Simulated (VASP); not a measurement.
# KInSn4 (F-43m) in VASP: single point with PBE

Aim: the single point of KInSn4 with PBE.

All numbers are computed with VASP 6.6.1; they aren't measurements. Logs are shortened: lines on timing, memory, paths and dates and some standing lists are left out, and cuts for length are marked.

### 1 The cell of the first run

The structure is cubic, space group F-43m (No. 216). The conventional cell has a = 9.049 Å, b = 9.049 Å, c = 9.049 Å, α = 90.00°, β = 90.00°, γ = 90.00°. K (site symmetry -43m) has 12 Sn at 3.75 Å and 4 In at 3.92 Å within 4.9 Å. Within 4.9 Å of In (site symmetry -43m) lie 12 Sn at 3.75 Å and 4 K at 3.92 Å. Sn (site symmetry 3m) has 6 Sn at 3.17 to 3.23 Å and 3 K at 3.75 Å and 3 In at 3.75 Å within 4.2 Å.

### 2 Single point, PBE

File INCAR:

```
  ALGO = All
  EDIFF = 1E-6
  ENCUT = 520
  GGA = PE
  GGA_COMPAT = False
  ISEARCH = 1
  ISIF = 2
  ISMEAR = 0
  KPAR = 4
  LASPH = True
  LCHARG = False
  LREAL = False
  LWAVE = False
  NBANDS = 48
  NELM = 300
  PREC = Accurate
  SIGMA = 0.1
```

File KPOINTS:

```
k-points
0
Gamma
  4 4 4
```

File POSCAR:

```
KInSn4
1.0
    0.0000000000      4.5244919217      4.5244919217
    4.5244919217      0.0000000000      4.5244919217
    4.5244919217      4.5244919217      0.0000000000
K In Sn
1 1 4
Direct
    0.0000000000      0.0000000000      0.0000000000
    0.7500000000      0.7500000000      0.7500000000
    0.3738696450      0.8783910649      0.3738696450
    0.3738696450      0.3738696450      0.8783910649
    0.3738696450      0.3738696450      0.3738696450
    0.8783910649      0.3738696450      0.3738696450
```

Potentials or basis: VASP PAW PBE potentials, release 64 (K_sv, In_d, Sn_d).

Launch:

```console
$ cat potpaw_PBE.64/K_sv/POTCAR potpaw_PBE.64/In_d/POTCAR potpaw_PBE.64/Sn_d/POTCAR > POTCAR
$ mpirun -np 4 vasp_std > vasp.out
```

OUTCAR:

```text
EDIFF = 1E-6
   ENCUT = 520
   GGA = PE
   ISIF = 2
   ISMEAR = 0
   LASPH = True
   LREAL = False
   NELM = 300
   PREC = Accurate

 ion  position               nearest neighbor table
   1  0.000  0.000  0.000-   3 3.75   6 3.75   4 3.75   5 3.75   5 3.75   5 3.75   4 3.75   3 3.75
                             6 3.75   3 3.75   4 3.75   6 3.75
   2  0.750  0.750  0.750-   3 3.75   4 3.75   4 3.75   6 3.75   3 3.75   6 3.75   5 3.75   5 3.75
                             5 3.75   3 3.75   4 3.75   6 3.75
   3  0.374  0.878  0.374-   4 3.17   5 3.17   6 3.17   6 3.23   4 3.23   5 3.23   1 3.75   1 3.75
                             1 3.75   2 3.75   2 3.75   2 3.75
   4  0.374  0.374  0.878-   3 3.17   5 3.17   6 3.17   3 3.23   6 3.23   5 3.23   1 3.75   1 3.75
                             1 3.75   2 3.75   2 3.75   2 3.75
   5  0.374  0.374  0.374-   3 3.17   4 3.17   6 3.17   6 3.23   3 3.23   4 3.23   1 3.75   1 3.75
                             1 3.75   2 3.75   2 3.75   2 3.75
   6  0.878  0.374  0.374-   3 3.17   4 3.17   5 3.17   3 3.23   4 3.23   5 3.23   1 3.75   1 3.75
                             1 3.75   2 3.75   2 3.75   2 3.75

  LATTYP: Found a face centered cubic cell.
 ALAT       =     9.0489838434

  Lattice vectors:

 A1 = (   0.0000000000,   4.5244919217,   4.5244919217)
 A2 = (   4.5244919217,   0.0000000000,   4.5244919217)
 A3 = (   4.5244919217,   4.5244919217,   0.0000000000)

Analysis of symmetry for initial positions (statically):
=====================================================================
 Subroutine PRICEL returns:
 Original cell was already a primitive cell.

 Routine SETGRP: Setting up the symmetry group for a
 face centered cubic supercell.

 Subroutine GETGRP returns: Found 24 space group operations
 (whereof 24 operations were pure point group operations)
 out of a pool of 48 trial point group operations.

The static configuration has the point symmetry T_d .

Analysis of symmetry for dynamics (positions and initial velocities):
=====================================================================
 Subroutine PRICEL returns:
 Original cell was already a primitive cell.

 Routine SETGRP: Setting up the symmetry group for a
 face centered cubic supercell.

 Subroutine GETGRP returns: Found 24 space group operations
 (whereof 24 operations were pure point group operations)
 out of a pool of 48 trial point group operations.

The dynamic configuration has the point symmetry T_d .

 Subroutine INISYM returns: Found 24 space group operations
 (whereof 24 operations are pure point group operations),
 and found     1 'primitive' translations
[... 89 lines left out ...]
   NSW    =      0    number of steps for IOM
   IBRION =     -1    ionic relax: 0-MD 1-quasi-New 2-CG
   NFREE  =      0    steps in history (QN), initial steepest desc. (CG)
   ISIF   =      2    stress and relaxation
   ISYM   =      2    0-nonsym 1-usesym 2-fastsym
   POTIM  = 0.5000    time-step for ionic-motion
   TEBEG  =    0.0;   TEEND  =   0.0 temperature during run
   PSTRESS=    0.0 pullay stress
   NELECT =      78.0000    total number of electrons
   NUPDOWN=      -1.0000    fix difference up-down
   EMIN   =  10.00;   EMAX   =-10.00  energy-range for DOS
   EFERMI =   0.00;   METHOD = LEGACY
   ISMEAR =     0;   SIGMA  =   0.10  broadening in eV -4-tet -1-fermi 0-gaus
   EFERMI_NEDOS =   21; number of points for ismear=-14 and -15
   IALGO  =     58    algorithm
   IMIX   =      4    mixing-type and parameters
     AMIX     =   0.40;   BMIX     =  1.00
     AMIX_MAG =   1.60;   BMIX_MAG =  1.00
  volume/ion in A,a.u.               =      30.87       208.35
  Fermi-wavevector in a.u.,A,eV,Ry     =   1.227043  2.318776 20.485411  1.505635
  Thomas-Fermi vector in A             =   2.362021
   LORBIT       =      0    0 simple, 1 ext, 2 COOP (PROOUT), +10 PAW based schemes
   GGA     = PE    functional components
   LHFCALC =     F    Hartree Fock is set to
   AEXX    =    0.0000 exact exchange contribution
   IVDW    =     0    specifies the selected vdW correction
   LEPSILON=     F    determine dielectric tensor
   LRPA    =     F    only Hartree local field effects (RPA)
 non-spin polarized calculation
 Gauss-broadening in eV      SIGMA  =   0.10
  energy-cutoff  :      520.00
  volume of cell :      185.24
 maximum number of plane-waves:      5029
   NGX = 23   NGY = 23   NGZ = 23

 number of electron      77.9999997 magnetization

 Free energy of the ion-electron system (eV)
  ---------------------------------------------------
  ext. energy  EPLUGINS =         0.00000000
  ---------------------------------------------------
  free energy    TOTEN  =       -19.12770517 eV

  energy without entropy =      -19.09190779  energy(sigma->0) =      -19.10980648

 E-fermi :   5.8857     XC(G=0):  -9.3853

 val. band max:        5.8742011338   @ k =   0.5000   0.2500   0.0000
 cond. band min:       5.8887398628   @ k =  -0.2500   0.5000   0.2500
 fundamental gap:      0.0145387289
 Fermi energy:         5.8856915402

 k-point     1 :       0.0000    0.0000    0.0000
  band No.  band energies     occupation
      1     -25.0519      2.00000
      2     -15.9199      2.00000
      3     -15.8454      2.00000
      4     -15.8454      2.00000
      5     -15.8454      2.00000
      6     -15.8433      2.00000
[... 397 lines left out ...]
     47       9.5261      0.00000
     48       9.6642      0.00000

------------------------ aborting loop because EDIFF is reached ----------------------------------------

  FORCE on cell =-STRESS in cart. coord.  units (eV):
  Direction    XX          YY          ZZ          XY          YZ          ZX
  --------------------------------------------------------------------------------------
  -------------------------------------------------------------------------------------
  Total        0.3955400      0.3955400      0.3955400     -0.0000000     -0.0000000      0.0000000
  in kB        3.4210666      3.4210666      3.4210666     -0.0000000     -0.0000000      0.0000000
  external PRESSURE =       3.4210666 kB  Pullay stress =       0.0000000 kB

 VOLUME and BASIS-vectors are now :
 -----------------------------------------------------------------------------
  energy-cutoff  :      520.00
  volume of cell :      185.24
      direct lattice vectors                 reciprocal lattice vectors
     0.000000000  4.524491922  4.524491922    -0.110509646  0.110509646  0.110509646
     4.524491922  0.000000000  4.524491922     0.110509646 -0.110509646  0.110509646
     4.524491922  4.524491922  0.000000000     0.110509646  0.110509646 -0.110509646

 POSITION                                       TOTAL-FORCE (eV/Angst)
 -----------------------------------------------------------------------------------
      0.00000      0.00000      0.00000         0.000000      0.000000      0.000000
      6.78674      6.78674      6.78674         0.000000      0.000000      0.000000
      5.66584      3.38314      5.66584         0.005536     -0.005536      0.005536
      5.66584      5.66584      3.38314         0.005536      0.005536     -0.005536
      3.38314      3.38314      3.38314        -0.005536     -0.005536     -0.005536
      3.38314      5.66584      5.66584        -0.005536      0.005536      0.005536
 -----------------------------------------------------------------------------------
    total drift:                                0.000000      0.000000      0.000000

  FREE ENERGIE OF THE ION-ELECTRON SYSTEM (eV)
  ---------------------------------------------------
  free  energy   TOTEN  =       -19.1277051727 eV

  energy  without entropy=      -19.0919088849  energy(sigma->0) =      -19.10980703
```

Wall time 62 s (4 MPI ranks of AMD EPYC 7R43 (Zen 3), shared host); peak memory 0.37 GiB.

What came out:

```yaml
Free_energy: -19.1277 eV
Pressure: 0.3 GPa
Largest_force: 0.010 eV/Å
Band_gap_on_the_k_mesh: zero (bands 39 and 40 overlap by 1.88 eV)
```

Forces on the atoms (eV/Å):
```
K    0.000  0.000  0.000
In   0.000  0.000  0.000
Sn   0.006 -0.006  0.006
Sn   0.006  0.006 -0.006
Sn  -0.006 -0.006 -0.006
Sn  -0.006  0.006  0.006
```

Levels at points of the mesh, in eV from the Fermi level:
```csv
k point,band 35,band 36,band 37,band 38,band 39,band 40,band 41,band 42,band 43,band 44
"(0.00, 0.00, 0.00)",-3.91,-2.98,-2.98,-2.98,-1.41,-1.41,1.17,1.17,1.17,3.49
"(0.50, 0.00, 0.00)",-2.81,-2.58,-2.58,-0.14,-0.14,0.40,0.57,0.57,0.86,2.62
"(0.50, 0.50, 0.00)",-3.13,-1.09,-0.19,-0.19,0.47,0.47,0.47,0.54,0.60,1.45
```

Caveat: spin-orbit coupling is left out, which moves the levels of the heavy elements.
